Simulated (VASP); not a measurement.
# Ba2O (antifluorite type) (Fm-3m) in VASP: a series of runs, part 2 of 2

VASP 6.6.1. Earlier steps stand in the parts before.

### 5 Single point, PBE

This run uses another cell than the first one, of 27.13 Å³/atom.

INCAR

```
SYSTEM = Ba2O
PREC = Accurate
ENCUT = 520
EDIFF = 1E-6
ISMEAR = -1
SIGMA = 0.06122561905347299
LREAL = .FALSE.
LASPH = .TRUE.
NELM = 100
ALGO = Normal
ISIF = 2
LWAVE = .FALSE.
LCHARG = .FALSE.
GGA = PE
NBANDS = 20
```

KPOINTS

```
Automatic mesh
0
G
  14 14 14
  0 0 0
```

POSCAR

```
Ba2O
1.0
    0.0000000000      3.4398065992      3.4398065992
    3.4398065992      0.0000000000      3.4398065992
    3.4398065992      3.4398065992      0.0000000000
Ba O
2 1
Direct
    0.2500000000      0.2500000000      0.2500000000
    0.7500000000      0.7500000000      0.7500000000
    0.0000000000      0.0000000000      0.0000000000
```

Potentials or basis: VASP PAW PBE potentials, release 64 (Ba_sv, O).

Run with:

```bash
$ cat potpaw_PBE.64/Ba_sv/POTCAR potpaw_PBE.64/O/POTCAR > POTCAR
$ mpirun -np 1 vasp_std > vasp.out
```

OUTCAR:

```text
SYSTEM = Ba2O
   PREC = Accurate
   ENCUT = 520
   EDIFF = 1E-6
   ISMEAR = -1
   LREAL = .FALSE.
   LASPH = .TRUE.
   NELM = 100
   ISIF = 2
   GGA = PE

 ion  position               nearest neighbor table
   1  0.250  0.250  0.250-   3 2.98   3 2.98   3 2.98   3 2.98   2 3.44   2 3.44   2 3.44   2 3.44
                             2 3.44   2 3.44
   2  0.750  0.750  0.750-   3 2.98   3 2.98   3 2.98   3 2.98   1 3.44   1 3.44   1 3.44   1 3.44
                             1 3.44   1 3.44
   3  0.000  0.000  0.000-   2 2.98   2 2.98   2 2.98   1 2.98   2 2.98   1 2.98   1 2.98   1 2.98

  LATTYP: Found a face centered cubic cell.
 ALAT       =     6.8796131984

  Lattice vectors:

 A1 = (   0.0000000000,   3.4398065992,   3.4398065992)
 A2 = (   3.4398065992,   0.0000000000,   3.4398065992)
 A3 = (   3.4398065992,   3.4398065992,   0.0000000000)

Analysis of symmetry for initial positions (statically):
=====================================================================
 Subroutine PRICEL returns:
 Original cell was already a primitive cell.

 Routine SETGRP: Setting up the symmetry group for a
 face centered cubic supercell.

 Subroutine GETGRP returns: Found 48 space group operations
 (whereof 48 operations were pure point group operations)
 out of a pool of 48 trial point group operations.

The static configuration has the point symmetry O_h .

Analysis of symmetry for dynamics (positions and initial velocities):
=====================================================================
 Subroutine PRICEL returns:
 Original cell was already a primitive cell.

 Routine SETGRP: Setting up the symmetry group for a
 face centered cubic supercell.

 Subroutine GETGRP returns: Found 48 space group operations
 (whereof 48 operations were pure point group operations)
 out of a pool of 48 trial point group operations.

The dynamic configuration has the point symmetry O_h .

 Subroutine INISYM returns: Found 48 space group operations
[... 115 lines left out ...]
   EFERMI_NEDOS =   21; number of points for ismear=-14 and -15
   IALGO  =     38    algorithm
   IMIX   =      4    mixing-type and parameters
     AMIX     =   0.40;   BMIX     =  1.00
     AMIX_MAG =   1.60;   BMIX_MAG =  1.00
  volume/ion in A,a.u.               =      27.13       183.11
  Fermi-wavevector in a.u.,A,eV,Ry     =   1.119065  2.114726 17.038660  1.252306
  Thomas-Fermi vector in A             =   2.255701
   LORBIT       =      0    0 simple, 1 ext, 2 COOP (PROOUT), +10 PAW based schemes
   GGA     = PE    functional components
   LHFCALC =     F    Hartree Fock is set to
   AEXX    =    0.0000 exact exchange contribution
   IVDW    =     0    specifies the selected vdW correction
   LEPSILON=     F    determine dielectric tensor
   LRPA    =     F    only Hartree local field effects (RPA)
 non-spin polarized calculation
  energy-cutoff  :      520.00
  volume of cell :       81.40
 maximum number of plane-waves:      2213
   NGX = 19   NGY = 19   NGZ = 19

 number of electron      26.0000002 magnetization

 Free energy of the ion-electron system (eV)
  ---------------------------------------------------
  ext. energy  EPLUGINS =         0.00000000
  ---------------------------------------------------
  free energy    TOTEN  =       -12.01499422 eV

  energy without entropy =      -11.98586928  energy(sigma->0) =      -12.00043175

 E-fermi :   4.0536     XC(G=0):  -9.4731

 val. band max:        4.0503614294   @ k =   0.2857   0.2143   0.0000
 cond. band min:       4.0585974534   @ k =   0.3571   0.1429   0.0714
 fundamental gap:      0.0082360241
 Fermi energy:         4.0536421663

 k-point     1 :       0.0000    0.0000    0.0000
  band No.  band energies     occupation
      1     -25.1042      2.00000
      2     -24.3397      2.00000
      3     -13.3647      2.00000
      4     -10.6046      2.00000
      5     -10.6046      2.00000
      6     -10.6046      2.00000
[... 541 lines left out ...]
     19       8.9167      0.00000
     20       9.6654      0.00000

 [... further k-points ...]

------------------------ aborting loop because EDIFF is reached ----------------------------------------

  FORCE on cell =-STRESS in cart. coord.  units (eV):
  Direction    XX          YY          ZZ          XY          YZ          ZX
  --------------------------------------------------------------------------------------
  -------------------------------------------------------------------------------------
  Total        0.3581756      0.3581756      0.3581756     -0.0000000     -0.0000000      0.0000000
  in kB        7.0497626      7.0497626      7.0497626     -0.0000000     -0.0000000      0.0000000
  external PRESSURE =       7.0497626 kB  Pullay stress =       0.0000000 kB

 VOLUME and BASIS-vectors are now :
 -----------------------------------------------------------------------------
  energy-cutoff  :      520.00
  volume of cell :       81.40
      direct lattice vectors                 reciprocal lattice vectors
     0.000000000  3.439806599  3.439806599    -0.145357009  0.145357009  0.145357009
     3.439806599  0.000000000  3.439806599     0.145357009 -0.145357009  0.145357009
     3.439806599  3.439806599  0.000000000     0.145357009  0.145357009 -0.145357009

 POSITION                                       TOTAL-FORCE (eV/Angst)
 -----------------------------------------------------------------------------------
      1.71990      1.71990      1.71990         0.000000      0.000000      0.000000
      5.15971      5.15971      5.15971        -0.000000     -0.000000      0.000000
      0.00000      0.00000      0.00000        -0.000000      0.000000     -0.000000
 -----------------------------------------------------------------------------------
    total drift:                                0.000000      0.000000      0.000000

  FREE ENERGIE OF THE ION-ELECTRON SYSTEM (eV)
  ---------------------------------------------------
  free  energy   TOTEN  =       -12.0149942194 eV

  energy  without entropy=      -11.9858692835  energy(sigma->0) =      -12.00043175
```

OSZICAR:

```text
N       E                     dE             d eps       ncg     rms          rms(c)
DAV:   1     0.162199266788E+03    0.16220E+03   -0.12011E+04  4160   0.116E+03
DAV:   2    -0.583236061151E+01   -0.16803E+03   -0.16353E+03  6084   0.230E+02
DAV:   3    -0.142460639337E+02   -0.84137E+01   -0.83154E+01  5264   0.528E+01
DAV:   4    -0.144214203721E+02   -0.17536E+00   -0.17495E+00  6308   0.594E+00
DAV:   5    -0.144233727908E+02   -0.19524E-02   -0.19521E-02  5272   0.545E-01    0.969E+00
DAV:   6    -0.124491425130E+02    0.19742E+01   -0.18222E+01  4532   0.170E+01    0.756E+00
DAV:   7    -0.120785209297E+02    0.37062E+00   -0.26874E+00  4772   0.714E+00    0.237E+00
DAV:   8    -0.120136932495E+02    0.64828E-01   -0.27951E-01  4852   0.332E+00    0.693E-01
DAV:   9    -0.120144156495E+02   -0.72240E-03   -0.22209E-02  5136   0.909E-01    0.184E-01
DAV:  10    -0.120153667871E+02   -0.95114E-03   -0.50716E-03  4992   0.417E-01    0.119E-01
DAV:  11    -0.120150111667E+02    0.35562E-03   -0.24255E-03  5032   0.222E-01    0.248E-02
DAV:  12    -0.120150210065E+02   -0.98398E-05   -0.41876E-04  4984   0.817E-02    0.324E-02
DAV:  13    -0.120149937499E+02    0.27257E-04   -0.15173E-04  5108   0.578E-02    0.345E-03
DAV:  14    -0.120149942194E+02   -0.46947E-06   -0.71484E-06  5108   0.146E-02
   1 F= -.12014994E+02 E0= -.12000432E+02  d E =-.291249E-01
```

stdout:

```text
POSCAR found type information on POSCAR BaO
 POSCAR found :  2 types and       3 ions
 scaLAPACK will be used
 LDA part: xc-table for (Slater+PW92), standard interpolation
 POSCAR, INCAR and KPOINTS ok, starting setup
 FFT: planning ... GRIDC
 FFT: planning ... GRID_SOFT
 FFT: planning ... GRID
 WAVECAR not read
 entering main loop
```

It took 95 s on 1 thread of AMD EPYC 9R45 (Zen 5), shared host; peak memory 0.28 GiB.

Results:

| Quantity | Value |
| --- | --- |
| Free energy | -12.0150 eV |
| Pressure | 0.7 GPa |
| Band gap on the k mesh | zero (bands 13 and 14 overlap by 0.54 eV) |

Caveat: spin-orbit coupling is left out, which moves the levels of the heavy elements.

### 6 Overview

| cell | gap on the mesh (eV) | pressure (GPa) |
| --- | --- | --- |
| a = 4.800 Å, angles 60.0°, 3 atoms | none | 2.4 |
| a = 4.833 Å, angles 60.0°, 3 atoms | none | 1.5 |
| a = 4.865 Å, angles 60.0°, 3 atoms | none | 0.7 |

Alike in all rows: task single point; level PBE; potentials or basis VASP PAW PBE potentials, release 64 (Ba_sv, O); no spin polarisation; k mesh 14 × 14 × 14; cutoff (eV) 520; smearing fermi-dirac 0.0612256 eV.

Caveats: spin-orbit coupling is left out, which moves the levels of the heavy elements.

Absolute energies hang on the potentials; compare differences alone.
